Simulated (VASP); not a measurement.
Input of a VASP 6.6.1 run:

Contents of INCAR:

```
SYSTEM = In3As
ALGO = Fast
EDIFF = 1E-7
ENCUT = 520
GGA = PE
ISIF = 2
ISMEAR = 0
IVDW = 12
LASPH = .TRUE.
LCHARG = .FALSE.
LREAL = .FALSE.
LWAVE = .FALSE.
NBANDS = 30
NELM = 60
PREC = Accurate
SIGMA = 0.15
```

File KPOINTS:

```
k-points
0
G
  10 10 10
  0 0 0
```

Contents of POSCAR:

```
In3As
1.0
    4.6021353856      0.0000000000      0.0000000000
    0.0000000000      4.5100926779      0.0000000000
    0.0000000000      0.0000000000      4.6021353856
In As
3 1
Direct
    0.0000000000      0.5000000000      0.5000000000
    0.5000000000      0.0000000000      0.5000000000
    0.5000000000      0.5000000000      0.0000000000
    0.0000000000      0.0000000000      0.0000000000
```

Potentials or basis: VASP PAW PBE potentials, release 64 (In_d, As).

Launch:

```console
$ cat potpaw_PBE.64/In_d/POTCAR potpaw_PBE.64/As/POTCAR > POTCAR
$ mpirun -np 1 vasp_std > vasp.out
```

Question: Predict the pressure.

Answer: 1.0 GPa.

Question: Estimate the dispersion energy per atom.

Answer: -0.372 eV.

Stress tensor (GPa, compression positive):
```
1.10 0.00 0.00
0.00 0.79 0.00
0.00 0.00 1.10
```

Caveat: the cell differs from its parent crystal (strain -0.0200 x Voigt [0, 1, 0, 0, 0, 0]); pairwise dispersion overbinds metals, which lowers pressure and volume.
